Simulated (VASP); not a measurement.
# TiTe (P6_3/mmc) in VASP: further runs

TiTe is run at these levels: PBEsol; tasks: single point.

All numbers are computed with VASP 6.6.1; they aren't measurements. Logs are shortened: lines on timing, memory, paths and dates and some standing lists are left out, and cuts for length are marked.

## 1. The cell of the first run

The structure is hexagonal, space group P6_3/mmc (No. 194). The conventional cell has a = 3.512 Å, b = 3.512 Å, c = 7.176 Å, α = 90.00°, β = 90.00°, γ = 120.00°. Ti (site symmetry -3m) has 6 Te at 2.71 Å and 8 Ti at 3.51 to 3.59 Å within 3.6 Å. Te (site symmetry -6m2) has 6 Ti at 2.71 Å and 6 Te at 3.51 Å within 3.6 Å.

## 2. Single point, PBEsol (volume scaled by 0.94, then relaxed in part)

INCAR reads:

```
PREC     = Accurate       # precision mode
ENCUT    = 520            # plane-wave cutoff, eV
EDIFF    = 1E-6           # SCF threshold, eV
ISMEAR   = 0              # smearing method
SIGMA    = 0.1            # smearing width, eV
LREAL    = False          # projectors in reciprocal space
LASPH    = True           # aspherical terms in the spheres
NELM     = 100            # most SCF steps
ALGO     = Normal         # electronic algorithm
ISIF     = 2              # what is computed and relaxed
LWAVE    = False          # write WAVECAR
LCHARG   = False          # write CHGCAR
GGA      = PS             # functional
NBANDS   = 26             # bands
```

KPOINTS reads:

```
regular mesh
0
Gamma
  12 12 8
```

POSCAR reads:

```
TiTe
1.0
    3.5115454836      0.0000000000      0.0000000000
   -1.7557727418      3.0410875953      0.0000000000
    0.0000000000      0.0000000000      7.1761175461
Ti Te
2 2
Direct
    0.0000000000      0.0000000000      0.0000000000
    0.0000000000      0.0000000000      0.5000000000
    0.3333333333      0.6666666667      0.2500000000
    0.6666666667      0.3333333333      0.7500000000
```

Potentials or basis: VASP PAW PBE potentials, release 64 (Ti_sv, Te).

On the command line:

```bash
> cat potpaw_PBE.64/Ti_sv/POTCAR potpaw_PBE.64/Te/POTCAR > POTCAR
> mpirun -np 1 vasp_std > vasp.out
```

OUTCAR:

```text
PREC = Accurate
   ENCUT = 520
   EDIFF = 1E-6
   ISMEAR = 0
   LREAL = False
   LASPH = True
   NELM = 100
   ISIF = 2
   GGA = PS

 ion  position               nearest neighbor table
   1  0.000  0.000  0.000-   3 2.71   4 2.71   3 2.71   4 2.71   4 2.71   3 2.71
   2  0.000  0.000  0.500-   3 2.71   4 2.71   3 2.71   4 2.71   4 2.71   3 2.71
   3  0.333  0.667  0.250-   1 2.71   2 2.71   1 2.71   2 2.71   1 2.71   2 2.71
   4  0.667  0.333  0.750-   1 2.71   2 2.71   1 2.71   2 2.71   1 2.71   2 2.71

  LATTYP: Found a hexagonal cell.
 ALAT       =     3.5115454836
 C/A-ratio  =     2.0435781281

  Lattice vectors:

 A1 = (   3.5115454836,   0.0000000000,   0.0000000000)
 A2 = (  -1.7557727418,   3.0410875953,   0.0000000000)
 A3 = (   0.0000000000,   0.0000000000,   7.1761175461)

Analysis of symmetry for initial positions (statically):
=====================================================================
 Subroutine PRICEL returns:
 Original cell was already a primitive cell.

 Routine SETGRP: Setting up the symmetry group for a
 hexagonal supercell.

 Subroutine GETGRP returns: Found 24 space group operations
 (whereof 12 operations were pure point group operations)
 out of a pool of 24 trial point group operations.

The static configuration has the point symmetry D_3d.
 The point group associated with its full space group is D_6h.

Analysis of symmetry for dynamics (positions and initial velocities):
=====================================================================
 Subroutine PRICEL returns:
 Original cell was already a primitive cell.

 Routine SETGRP: Setting up the symmetry group for a
 hexagonal supercell.

 Subroutine GETGRP returns: Found 24 space group operations
 (whereof 12 operations were pure point group operations)
 out of a pool of 24 trial point group operations.

The dynamic configuration has the point symmetry D_3d.
 The point group associated with its full space group is D_6h.

 Subroutine INISYM returns: Found 24 space group operations
 (whereof 12 operations are pure point group operations),
 and found     1 'primitive' translations

----------------------------------------------------------------------------------------

                                     Primitive cell

  volume of cell :      76.6332

  direct lattice vectors                    reciprocal lattice vectors
     3.511545484  0.000000000  0.000000000     0.284774896  0.164414863  0.000000000
    -1.755772742  3.041087595  0.000000000     0.000000000  0.328829726  0.000000000
     0.000000000  0.000000000  7.176117546     0.000000000  0.000000000  0.139351118

  length of vectors
     3.511545484  3.511545484  7.176117546     0.328829726  0.328829726  0.139351118

  position of ions in fractional coordinates (direct lattice)
     0.000000000  0.000000000  0.000000000
     0.000000000  0.000000000  0.500000000
     0.333333333  0.666666667  0.250000000
     0.666666667  0.333333333  0.750000000

  ion indices of the primitive-cell ions
   primitive index   ion index
                 1           1
                 2           2
                 3           3
                 4           4

----------------------------------------------------------------------------------------

 KPOINTS: regular mesh

Automatic generation of k-mesh.
 Grid dimensions read from file:
 generate k-points for:   12   12    8

 Generating k-lattice:

  Cartesian coordinates                     Fractional coordinates (reciprocal lattice)
     0.023731241  0.013701239  0.000000000     0.083333333  0.000000000  0.000000000
     0.000000000  0.027402477  0.000000000     0.000000000  0.083333333  0.000000000
     0.000000000  0.000000000  0.017418890     0.000000000  0.000000000  0.125000000

  Length of vectors
     0.027402477  0.027402477  0.017418890

  Shift w.r.t. Gamma in fractional coordinates (k-lattice)
     0.000000000  0.000000000  0.000000000

 Subroutine IBZKPT returns following result:
 ===========================================

 Found     95 irreducible k-points:

 Following reciprocal coordinates:
            Coordinates               Weight
  0.000000  0.000000  0.000000      1.000000
  0.083333  0.000000  0.000000      6.000000
  0.166667  0.000000  0.000000      6.000000
  0.250000 -0.000000  0.000000      6.000000
  0.333333 -0.000000  0.000000      6.000000
  0.416667  0.000000  0.000000      6.000000
[... 16 lines left out ...]
  0.250000 -0.000000  0.125000     12.000000
  0.333333 -0.000000  0.125000     12.000000
 [... further k-points ...]
   k-points           NKPTS =     95   k-points in BZ     NKDIM =     95   number of bands    NBANDS=     26
   number of dos      NEDOS =    301   number of ions     NIONS =      4
   total plane-waves  NPLWV =  42336
   dimension x,y,z NGX =    28 NGY =   28 NGZ =   54
   dimension x,y,z NGXF=    56 NGYF=   56 NGZF=  108
   ions per type =               2   2
   NGX,Y,Z   is equivalent  to a cutoff of  13.26, 13.26, 12.51 a.u.
   NGXF,Y,Z  is equivalent  to a cutoff of  26.51, 26.51, 25.02 a.u.
 SYSTEM =  unknown system
   PREC   = accura    normal or accurate (medium, high low for compatibility)
   ISTART =      0    job   : 0-new  1-cont  2-samecut
   ICHARG =      2    charge: 1-file 2-atom 10-const
   ISPIN  =      1    spin polarized calculation?
   LNONCOLLINEAR =      F non collinear calculations
   LSORBIT =      F    spin-orbit coupling
   LASPH  =      T    aspherical Exc in radial PAW
   ENCUT  =  520.0 eV  38.22 Ry    6.18 a.u.   6.53  6.53 13.34*2*pi/ulx,y,z
   NELM   =    100;   NELMIN=  2; NELMDL= -5     # of ELM steps
   EDIFF  = 0.1E-05   stopping-criterion for ELM
   LREAL  =      F    real-space projection
   EDIFFG = 0.1E-04   stopping-criterion for IOM
   NSW    =      0    number of steps for IOM
   IBRION =     -1    ionic relax: 0-MD 1-quasi-New 2-CG
   NFREE  =      0    steps in history (QN), initial steepest desc. (CG)
   ISIF   =      2    stress and relaxation
   ISYM   =      2    0-nonsym 1-usesym 2-fastsym
   POTIM  = 0.5000    time-step for ionic-motion
   TEBEG  =    0.0;   TEEND  =   0.0 temperature during run
   PSTRESS=    0.0 pullay stress
   NELECT =      36.0000    total number of electrons
   NUPDOWN=      -1.0000    fix difference up-down
   EMIN   =  10.00;   EMAX   =-10.00  energy-range for DOS
   EFERMI =   0.00;   METHOD = LEGACY
   ISMEAR =     0;   SIGMA  =   0.10  broadening in eV -4-tet -1-fermi 0-gaus
   EFERMI_NEDOS =   21; number of points for ismear=-14 and -15
   IALGO  =     38    algorithm
   IMIX   =      4    mixing-type and parameters
     AMIX     =   0.40;   BMIX     =  1.00
     AMIX_MAG =   1.60;   BMIX_MAG =  1.00
  volume/ion in A,a.u.               =      19.16       129.29
  Fermi-wavevector in a.u.,A,eV,Ry     =   1.272634  2.404929 22.035947  1.619596
  Thomas-Fermi vector in A             =   2.405501
   LORBIT       =      0    0 simple, 1 ext, 2 COOP (PROOUT), +10 PAW based schemes
   GGA     = PS    functional components
   LHFCALC =     F    Hartree Fock is set to
   AEXX    =    0.0000 exact exchange contribution
   IVDW    =     0    specifies the selected vdW correction
   LEPSILON=     F    determine dielectric tensor
   LRPA    =     F    only Hartree local field effects (RPA)
 non-spin polarized calculation
 Gauss-broadening in eV      SIGMA  =   0.10
  energy-cutoff  :      520.00
  volume of cell :       76.63
 maximum number of plane-waves:      2103
 NGX is ok and might be reduce to    28
   NGX = 13   NGY = 13   NGZ = 27

 number of electron      35.9999997 magnetization

 Free energy of the ion-electron system (eV)
  ---------------------------------------------------
  ext. energy  EPLUGINS =         0.00000000
  ---------------------------------------------------
  free energy    TOTEN  =       -26.39192095 eV

  energy without entropy =      -26.38071173  energy(sigma->0) =      -26.38631634

 E-fermi :  10.7832     XC(G=0): -11.5200

 val. band max:       10.7714393631   @ k =   0.0833   0.0833   0.2500
 cond. band min:      10.7861482689   @ k =   0.0833   0.0000   0.2500
 fundamental gap:      0.0147089058
 Fermi energy:        10.7832373847

 k-point     1 :       0.0000    0.0000    0.0000
  band No.  band energies     occupation
      1     -46.1325      2.00000
      2     -46.1286      2.00000
      3     -22.6608      2.00000
      4     -22.5868      2.00000
      5     -22.4898      2.00000
      6     -22.4898      2.00000
[... 18 lines left out ...]
     25      15.2424      0.00000
     26      15.2631      0.00000

 k-point     2 :       0.0833    0.0000    0.0000
  band No.  band energies     occupation
      1     -46.1319      2.00000
      2     -46.1280      2.00000
      3     -22.6588      2.00000
      4     -22.5855      2.00000
      5     -22.4968      2.00000
      6     -22.4914      2.00000
[... 18 lines left out ...]
     25      14.5267      0.00000
     26      15.0104      0.00000

 k-point     3 :       0.1667    0.0000    0.0000
  band No.  band energies     occupation
      1     -46.1302      2.00000
      2     -46.1263      2.00000
      3     -22.6534      2.00000
      4     -22.5821      2.00000
      5     -22.5159      2.00000
      6     -22.5078      2.00000
[... 18 lines left out ...]
     25      13.7631      0.00000
     26      14.7460      0.00000

 k-point     4 :       0.2500   -0.0000    0.0000
  band No.  band energies     occupation
      1     -46.1280      2.00000
      2     -46.1241      2.00000
      3     -22.6459      2.00000
      4     -22.5775      2.00000
      5     -22.5418      2.00000
      6     -22.5317      2.00000
[... 18 lines left out ...]
     25      13.2751      0.00000
     26      14.7891      0.00000
[... 496 lines left out ...]
      1     -46.1301      2.00000
      2     -46.1265      2.00000
      3     -22.6507      2.00000
      4     -22.5849      2.00000
      5     -22.5156      2.00000
      6     -22.5081      2.00000
[... 18 lines left out ...]
     25      13.7277      0.00000
     26      14.6817      0.00000

 k-point    23 :       0.2500   -0.0000    0.1250
  band No.  band energies     occupation
      1     -46.1278      2.00000
      2     -46.1243      2.00000
      3     -22.6433      2.00000
      4     -22.5801      2.00000
      5     -22.5414      2.00000
      6     -22.5320      2.00000
[... 18 lines left out ...]
     25      13.3207      0.00000
     26      14.6984      0.00000

 k-point    24 :       0.3333   -0.0000    0.1250
  band No.  band energies     occupation
      1     -46.1256      2.00000
      2     -46.1220      2.00000
      3     -22.6360      2.00000
      4     -22.5756      2.00000
      5     -22.5670      2.00000
      6     -22.5557      2.00000
[... 18 lines left out ...]
     25      13.6016      0.00000
     26      14.8354      0.00000

 [... further k-points ...]

------------------------ aborting loop because EDIFF is reached ----------------------------------------

  FORCE on cell =-STRESS in cart. coord.  units (eV):
  Direction    XX          YY          ZZ          XY          YZ          ZX
  --------------------------------------------------------------------------------------
  -------------------------------------------------------------------------------------
  Total        3.2875224      3.2875224      3.3057285      0.0000000      0.0000000      0.0000000
  in kB       68.7325624     68.7325624     69.1131979      0.0000000      0.0000000      0.0000000
  external PRESSURE =      68.8594409 kB  Pullay stress =       0.0000000 kB

 VOLUME and BASIS-vectors are now :
 -----------------------------------------------------------------------------
  energy-cutoff  :      520.00
  volume of cell :       76.63
      direct lattice vectors                 reciprocal lattice vectors
     3.511545484  0.000000000  0.000000000     0.284774896  0.164414863  0.000000000
    -1.755772742  3.041087595  0.000000000     0.000000000  0.328829726  0.000000000
     0.000000000  0.000000000  7.176117546     0.000000000  0.000000000  0.139351118

 POSITION                                       TOTAL-FORCE (eV/Angst)
 -----------------------------------------------------------------------------------
      0.00000      0.00000      0.00000         0.000000      0.000000     -0.000000
      0.00000      0.00000      3.58806         0.000000      0.000000     -0.000000
     -0.00000      2.02739      1.79403        -0.000000      0.000000      0.000000
      1.75577      1.01370      5.38209        -0.000000      0.000000      0.000000
 -----------------------------------------------------------------------------------
    total drift:                               -0.000000      0.000000      0.000000

  FREE ENERGIE OF THE ION-ELECTRON SYSTEM (eV)
  ---------------------------------------------------
  free  energy   TOTEN  =       -26.3919209489 eV

  energy  without entropy=      -26.3807117293  energy(sigma->0) =      -26.38631634
```

Run time: 3.1 min. Hardware: 1 thread of AMD EPYC 7R43 (Zen 3), shared host; peak memory 0.28 GiB.

Results:

```yaml
Free_energy: -26.3919 eV
Pressure: 6.9 GPa
Band_gap_on_the_k_mesh: zero (band 18 reaches 11.00 eV, above the bottom of band 19 at 10.74 eV)
```

Caveat: the PAW data sets were made with another functional, which shifts forces and pressure a little; spin-orbit coupling is left out, which moves the levels of the heavy elements.

(Continued in part 2 of 3.)
